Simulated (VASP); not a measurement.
The system is CdS.

```xyz
4
Lattice="4.1235 0.0000 0.0000 -2.0618 3.5711 0.0000 0.0000 0.0000 6.7106" Properties=species:S:1:pos:R:3 pbc="T T T"
Cd    2.0618    1.1904    3.3539
Cd    0.0000    2.3807    6.7093
S     0.0000    2.3807    2.5246
S     2.0618    1.1904    5.8799
```

Base run:

- Program: VASP 6.6.1
- Functional: PBEsol
- Potentials or basis: VASP PAW PBE potentials, release 64 (Cd, S)
- Cutoff: 520 eV
- k mesh: 7 × 7 × 4
- Occupations: fermi-dirac, width 0.05 eV
- Spin: no spin polarisation

Its results: band gap on the k mesh 1.10 eV, direct; pressure 0.4 GPa.

**Question.** The run is repeated on the same cell with these changes: functional from PBEsol to r2SCAN; further incar settings from ALGO = Normal; EDIFF = 1e-06; NBANDS = 26 to ALGO = Normal; EDIFF = 1e-07; NBANDS = 26. What comes out?

**Answer.** Band gap on the k mesh 1.69 eV, direct; pressure 2.1 GPa.

Caveats: the PAW data sets were made with another functional, which shifts forces and pressure a little.

